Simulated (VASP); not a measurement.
Crystal: GaN.

```
Ga N
1.0
     0.00000    2.18148    2.18148
     2.18148    0.00000    2.18148
     2.18148    2.18148    0.00000
Ga N
1 1
Direct
  0.00000 0.00000 0.00000
  0.25000 0.25000 0.25000
```

This cell differs from its parent crystal: strain -3.0%.

Base run:

```yaml
Program: VASP 6.6.1
Functional: HSE06
Potentials_or_basis: VASP PAW PBE potentials, release 64 (Ga_d, N)
Cutoff: 520 eV
k_mesh: 6 × 6 × 6
Occupations: gaussian, width 0.01 eV
Spin: no spin polarisation
```

Its results: band gap on the k mesh 3.70 eV, direct; pressure 21.7 GPa.

**Question.** The run is repeated on the same cell with these changes: functional from HSE06 to r2SCAN; k mesh from 6 × 6 × 6 to 10 × 10 × 10. What comes out?

**Answer.** Band gap on the k mesh 2.77 eV, direct; pressure 23.2 GPa.

Several settings changed at once, so the effect can't be laid on one alone.

Caveats: the PAW data sets were made with another functional, which shifts forces and pressure a little.

